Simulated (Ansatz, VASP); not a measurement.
Se in VASP and in Ansatz

The input INCAR:

```
PREC = Accurate
ENCUT = 520
EDIFF = 1E-6
ISMEAR = 0
SIGMA = 0.1
LREAL = F
LASPH = T
NELM = 100
ALGO = Normal
ISIF = 2
LWAVE = F
LCHARG = T
GGA = PS
LELF = T
LVHAR = T
NBANDS = 9
```

Contents of KPOINTS:

```
regular mesh
0
Gamma
  18 18 18
```

The input POSCAR:

```
Se
1.0
   -1.6876616454      1.6876616454      1.6876616454
    1.6876616454     -1.6876616454      1.6876616454
    1.6876616454      1.6876616454     -1.6876616454
Se
1
Direct
    0.0000000000      0.0000000000      0.0000000000
```

Input for Ansatz:

```yaml
crystal:
  lattice:
    - [-1.6876616454, 1.6876616454, 1.6876616454]
    - [1.6876616454, -1.6876616454, 1.6876616454]
    - [1.6876616454, 1.6876616454, -1.6876616454]
  atoms:
    - { symbol: Se, position: [0.0, 0.0, 0.0] }
basis:
  ecutwfc: 420
kpoints:
  mp_grid: { grid: [18, 18, 18] }
  band_path:
    path:
      - [[0.0, 0.0, 0.0], [0.5, -0.5, 0.5], [0.0, 0.0, 0.5], [0.0, 0.0, 0.0], [0.25, 0.25, 0.25], [0.5, -0.5, 0.5]]
      - [[0.25, 0.25, 0.25], [0.0, 0.0, 0.5]]
    npoints: 14
hamiltonian:
  xc: pbesol
scf:
  occupations: { method: gaussian, width: 0.1 }
  n_extra_bands: 6
output:
  forces: true
  stress: true
  eigenvalues: true
  populations: true
  dos: { projected: true, de: 0.02, nscf_kmesh: { grid: [27, 27, 27] } }
  bader: true
  write_density: true
  write_potential: true
  elf: true
  volumetric_format: npy
```

Alike in both runs: task single point; functional PBEsol; k mesh 18 × 18 × 18; occupations gaussian, width 0.1 eV; no spin polarisation.

|  | VASP | Ansatz |
| --- | --- | --- |
| version | VASP 6.6.1 | Ansatz 0.2.0 |
| potentials or method | VASP PAW PBE potentials, release 64 (Se), cutoff 520 eV | scalar-relativistic, plane waves, PAW |
| valence electrons in the cell | 6 | 16 |

|  | VASP | Ansatz | Ansatz less VASP |
| --- | --- | --- | --- |
| gap on the k mesh at the Fermi level (eV) | none | none | - |
| pressure (GPa) | 0.1 | 0.0 | -0.09 |

VASP's potentials were made for PBE, not for PBEsol. A gap of «none» marks a metal or a gap that the smearing closes. The functional is the same, so the differences come from potentials, cutoffs and numerics. VASP's potentials hold 6 valence electrons a cell and Ansatz's 16, so a difference there can come from the potentials and not from the codes.
